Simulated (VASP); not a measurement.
Crystal: ZrB.

```xyz
2
Lattice="0.0000 2.3706 2.3706 2.3706 0.0000 2.3706 2.3706 2.3706 0.0000" Properties=species:S:1:pos:R:3 pbc="T T T"
Zr    0.0000    0.0000    0.0000
B     2.3706    2.3706    2.3706
```

Base run:

- Program: VASP 6.6.1
- Functional: PBE
- Potentials or basis: VASP PAW PBE potentials, release 64 (Zr_sv, B)
- Cutoff: 520 eV
- k mesh: 10 × 10 × 10
- Occupations: fermi-dirac, width 0.05 eV
- Spin: no spin polarisation

Its results: pressure 19.8 GPa.

**Question.** After a change of settings the same cell gave: pressure 21.2 GPa. Which change was it?
A. functional from PBE to PBE0; k mesh from 10 × 10 × 10 to 6 × 6 × 6
B. functional from PBE to LDA; potentials or basis from VASP PAW PBE potentials, release 64 (Zr_sv, B) to VASP PAW LDA potentials, release 64 (Zr_sv, B)
C. functional from PBE to r2SCAN

**Answer.** C.

Caveats: the PAW data sets were made with another functional, which shifts forces and pressure a little (some runs).
